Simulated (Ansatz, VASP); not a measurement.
**One calculation of Re, two programs**

File INCAR:

```
SYSTEM = Re
ALGO     = Normal         ! electronic algorithm
EDIFF    = 1E-8           ! SCF threshold, eV
ENCUT    = 520            ! plane-wave cutoff, eV
GGA      = PE             ! functional
ISIF     = 2              ! what is computed and relaxed
ISMEAR   = -1             ! smearing method
LASPH    = .TRUE.         ! aspherical terms in the spheres
LCHARG   = .FALSE.        ! write CHGCAR
LEFG     = .TRUE.       
LREAL    = .FALSE.        ! projectors in reciprocal space
LWAVE    = .FALSE.        ! write WAVECAR
NBANDS   = 18             ! bands
NELM     = 100            ! most SCF steps
PREC     = Accurate       ! precision mode
SIGMA    = 0.05           ! smearing width, eV
```

The input KPOINTS:

```
k-points
0
G
  15 15 15
  0 0 0
```

The input POSCAR:

```
Re
1.0
    1.3652191954      0.7882096700      6.6080752596
   -1.3652191954      0.7882096700      6.6080752596
    0.0000000000     -1.5764193399      6.6080752596
Re
3
Direct
    0.0000000000      0.0000000000      0.0000000000
    0.2221738800      0.2221738800      0.2221738800
    0.7778261200      0.7778261200      0.7778261200
```

Input for Ansatz:

```yaml
crystal:
  lattice:
    - [1.3652191954, 0.78820967, 6.6080752596]
    - [-1.3652191954, 0.78820967, 6.6080752596]
    - [0.0, -1.5764193399, 6.6080752596]
  atoms:
    - { symbol: Re, position: [0.0, 0.0, 0.0] }
    - { symbol: Re, position: [0.22217388, 0.22217388, 0.22217388] }
    - { symbol: Re, position: [0.77782612, 0.77782612, 0.77782612] }
kpoints:
  mp_grid: { grid: [15, 15, 15] }
scf:
  occupations: { method: fermi_dirac, width: 0.05 }
hamiltonian:
  xc: pbe
  pseudopotentials: { kind: all_electron, datasets: crystal }
output:
  forces: true
  stress: true
  eigenvalues: true
  efg: { contact_densities: true }
```

Change from the starting cell: volume scaled by 0.96, crystal datasets.

Alike in both runs: task electric field gradients; functional PBE; k mesh 15 × 15 × 15; occupations fermi-dirac, width 0.05 eV; no spin polarisation.

|  | VASP | Ansatz |
| --- | --- | --- |
| version | VASP 6.6.1 | Ansatz 0.2.0 |
| potentials or method | VASP PAW PBE potentials, release 64 (Re), cutoff 520 eV | all-electron PAW with datasets made for the crystal, scalar-relativistic |

VASP gave:

| Property | Result |
| --- | --- |
| pressure (GPa) | 20.4 |
| traceless stress, the component that is largest in VASP (GPa) | -0.58 |
| rms of the force components (eV/Å) | 0.018 |
| size of Vzz on the site where it differs most (V/Å²) | 35.6 |

Problem. Which values does Ansatz return?

Solution. Pressure (GPa): 20.6; traceless stress, the component that is largest in VASP (GPa): -0.50; rms of the force components (eV/Å): 0.018; size of Vzz on the site where it differs most (V/Å²): 19.5.

Atom by atom the forces differ by 0.000 eV/Å (rms over components). Ansatz ran all-electron here, and VASP with PAW potentials.

Neither program's run includes spin-orbit coupling.
